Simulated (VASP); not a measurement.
A run of VASP 6.6.1 is set up as follows.

Contents of INCAR:

```
PREC = Accurate
ENCUT = 520
EDIFF = 1E-6
ISMEAR = -1
SIGMA = 0.08
LREAL = F
LASPH = T
NELM = 80
ALGO = Normal
ISIF = 2
LWAVE = F
LCHARG = T
GGA = CA
LELF = T
LVHAR = T
NBANDS = 18
```

The input KPOINTS:

```
regular mesh
0
Gamma
  11 11 11
```

The input POSCAR:

```
LaHg
1.0
    3.8370000000     -0.0191850000     -0.0191850000
   -0.0191850000      3.8370000000     -0.0191850000
   -0.0191850000     -0.0191850000      3.8370000000
La Hg
1 1
Direct
    0.5000000000      0.5000000000      0.5000000000
    0.0000000000      0.0000000000      0.0000000000
```

Potentials or basis: VASP PAW LDA potentials, release 64 (La, Hg).

Run with:

```sh
$ cat potpaw_LDA.64/La/POTCAR potpaw_LDA.64/Hg/POTCAR > POTCAR
$ mpirun -np 1 vasp_std > vasp.out
```

(1) What does it give for the pressure?

Results:

(1) -1.7 GPa.

Caveat: the cell differs from its parent crystal (equal xy, yz and zx shear strains of -1 %).
